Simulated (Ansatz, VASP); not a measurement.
One calculation of Al, two programs

Contents of INCAR:

```
SYSTEM = Al
ALGO = Fast
EDIFF = 1E-6
EDIFFG = -0.015
ENCUT = 600
GGA = PS
IBRION = 2
ISIF = 3
ISMEAR = 0
LASPH = .True.
LCHARG = .False.
LREAL = .False.
LWAVE = .False.
NELM = 100
NSW = 80
PREC = Accurate
SIGMA = 0.1
```

Contents of KPOINTS:

```
k-points
0
Gamma
  8 8 6
  0 0 0
```

Contents of POSCAR:

```
Al
1.0
    4.3855038038      0.0000000000      0.0000000000
    0.0000000000      0.0000000000      4.5210839647
    0.0000000000     -8.0744459993      0.0000000000
Al
8
Direct
    0.5000000000      0.4355584580      0.1551153178
    0.0000000000      0.4355584580      0.6551153178
    0.5000000000      0.9355584580      0.3448846822
    0.0000000000      0.9355584580      0.8448846822
    0.5000000000      0.5644415420      0.8448846822
    0.0000000000      0.5644415420      0.3448846822
    0.5000000000      0.0644415420      0.6551153178
    0.0000000000      0.0644415420      0.1551153178
```

Input for Ansatz:

```yaml
crystal:
  lattice:
    - [4.3855038038, 0.0, 0.0]
    - [0.0, 0.0, 4.5210839647]
    - [0.0, -8.0744459993, 0.0]
  atoms:
    - { symbol: Al, position: [0.5, 0.435558458, 0.1551153178] }
    - { symbol: Al, position: [0.0, 0.435558458, 0.6551153178] }
    - { symbol: Al, position: [0.5, 0.935558458, 0.3448846822] }
    - { symbol: Al, position: [0.0, 0.935558458, 0.8448846822] }
    - { symbol: Al, position: [0.5, 0.564441542, 0.8448846822] }
    - { symbol: Al, position: [0.0, 0.564441542, 0.3448846822] }
    - { symbol: Al, position: [0.5, 0.064441542, 0.6551153178] }
    - { symbol: Al, position: [0.0, 0.064441542, 0.1551153178] }
basis:
  ecutwfc: 420
kpoints:
  mp_grid: { grid: [8, 8, 6] }
hamiltonian:
  xc: pbesol
scf:
  occupations: { method: gaussian, width: 0.1 }
output:
  forces: true
  stress: true
  eigenvalues: true
relax:
  adjacent_minimum: "off"
  f_tol: 0.015
  max_steps: 60
  cell: { stress_tol: 0.15 }
```

Alike in both runs: task relaxation of cell and atoms; functional PBEsol; k mesh 8 × 8 × 6; occupations gaussian, width 0.1 eV; no spin polarisation.

|  | VASP | Ansatz |
| --- | --- | --- |
| version | VASP 6.6.1 | Ansatz 0.2.0 |
| potentials or method | VASP PAW PBE potentials, release 64 (Al), cutoff 600 eV | scalar-relativistic, plane waves, PAW |
| valence electrons in the cell | 24 | 24 |

Ansatz gave:

- gap on the k mesh at the Fermi level, each at its own relaxed structure (eV): none
- relaxed volume (Å³/atom): 20.00
- relaxed cell length with the largest relative difference (Å): 4.539

Question: Which values does VASP return?

Answer: gap on the k mesh at the Fermi level, each at its own relaxed structure (eV): none; relaxed volume (Å³/atom): 20.03; relaxed cell length with the largest relative difference (Å): 4.546.

VASP's potentials were made for PBE, not for PBEsol. A gap of «none» marks a metal or a gap that the smearing closes.
